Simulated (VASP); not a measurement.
Here is a VASP 6.6.1 calculation.

File INCAR:

```
  ALGO = Fast
  EDIFF = 1E-6
  ENCUT = 520
  GGA = PS
  ISIF = 2
  ISMEAR = 0
  LASPH = T
  LCHARG = F
  LREAL = F
  LWAVE = F
  NBANDS = 38
  NELM = 100
  PREC = Accurate
  SIGMA = 0.15
```

The input KPOINTS:

```
k-points
0
Gamma
  14 14 14
```

File POSCAR:

```
AlCu
1.0
   -2.9560037103      2.9560037103      2.9560037103
    2.9560037103     -2.9560037103      2.9560037103
    2.9560037103      2.9560037103     -2.9560037103
Al Cu
4 4
Direct
    0.5000000000      0.5000000000      0.0000000000
    0.0000000000      0.0000000000      0.0000000000
    0.0000000000      0.5000000000      0.5000000000
    0.5000000000      0.0000000000      0.5000000000
    0.5000000000      0.5000000000      0.5000000000
    0.0000000000      0.0000000000      0.5000000000
    0.0000000000      0.5000000000      0.0000000000
    0.5000000000      0.0000000000      0.0000000000
```

Potentials or basis: VASP PAW PBE potentials, release 64 (Al, Cu).

The run is started by

```sh
$ cat potpaw_PBE.64/Al/POTCAR potpaw_PBE.64/Cu/POTCAR > POTCAR
$ mpirun -np 1 vasp_std > vasp.out
```

Q: Predict the pressure.

A: 0.4 GPa.

Q: What does it give for the band gap on the k mesh?

A: Zero (bands 28 and 29 overlap by 1.51 eV).

Caveat: the PAW data sets were made with another functional, which shifts forces and pressure a little.
